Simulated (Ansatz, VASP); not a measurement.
## H2CS2O: VASP beside Ansatz

```
CELL_PARAMETERS angstrom
6.78242 0.00000 0.00000
0.00000 6.78242 0.00000
0.00000 0.00000 6.78242
ATOMIC_POSITIONS crystal
O 0.28344 0.01130 0.84606
O 0.22276 0.36954 0.03025
O 0.56276 0.58929 0.97287
H 0.21419 0.08757 0.74369
H 0.21552 0.88307 0.84608
H 0.34413 0.44772 0.00637
H 0.25649 0.23237 0.99448
H 0.55668 0.69063 0.86817
H 0.66215 0.49505 0.92370
S 0.72880 0.04736 0.15755
S 0.83237 0.20935 0.74081
S 0.05269 0.60680 0.68182
S 0.12129 0.83427 0.28832
S 0.49854 0.41345 0.38308
S 0.60361 0.82224 0.56333
C 0.77935 0.12646 0.94906
C 0.08510 0.71644 0.48137
C 0.55645 0.61592 0.47123
```

Alike in both runs: functional LDA; k mesh 1 × 1 × 1; occupations fermi-dirac, width 0.05 eV; no spin polarisation.

Ansatz relaxed the structure, and its values are those at the end. VASP's run is a single point on that final structure, the one shown.

|  | VASP | Ansatz |
| --- | --- | --- |
| version | VASP 6.6.1 | Ansatz 0.2.0 |
| potentials or method | VASP PAW LDA potentials, release 64 (O, H, S, C), cutoff 520 eV | scalar-relativistic, plane waves, PAW |
| valence electrons in the cell | 72 | 72 |

```csv
,VASP,Ansatz,Ansatz less VASP
rms of the force components (eV/Å),0.179,0.116,-0.0632
```

LDA's correlation is that of Perdew and Zunger in VASP and of Perdew and Wang (1992) in Ansatz. One of these differences is far larger than is usual between the two programs; its cause wasn't traced.
